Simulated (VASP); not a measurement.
Fe, 2 atoms in the cell. Symmetry: P6_3/mmc, No. 194, hexagonal system. The conventional cell has a = 2.347 Å, b = 2.347 Å, c = 3.797 Å, α = 90.00°, β = 90.00°, γ = 120.00°. Fe (site symmetry -6m2) has 12 Fe at 2.33 to 2.35 Å within 3.1 Å. This isn't the form of Fe at room conditions, which is bcc.

| Quantity | Value |
| --- | --- |
| Program | VASP 6.6.1 |
| Task | single point |
| Functional | PBEsol |
| Potentials or basis | VASP PAW PBE potentials, release 64 (Fe) |
| Cutoff | 520 eV |
| k mesh | 16 × 16 × 9 |
| Occupations | fermi-dirac, width 0.1 eV |
| Spin | collinear spin, ferromagnetic start |
| Starting moments | [1.84, 1.84] μB |
| Fixed moment | 3.4 μB |
| Dipole correction | no |
| Further INCAR settings | ALGO = Normal; EDIFF = 1e-06; NBANDS = 19 |

Potentials or basis: VASP PAW PBE potentials, release 64 (Fe).

Command:

```sh
$ cat potpaw_PBE.64/Fe/POTCAR > POTCAR
$ mpirun -np 1 vasp_std > vasp.out
```

Hardware: 1 thread of AMD EPYC 7R13, with other jobs on the host.

Problem. Estimate the wall time of this run.

Solution. It took 2.3 min on 1 thread of AMD EPYC 7R13, with other jobs on the host, peak memory 0.16 GiB. Counts: scf iterations 13, k points 150.
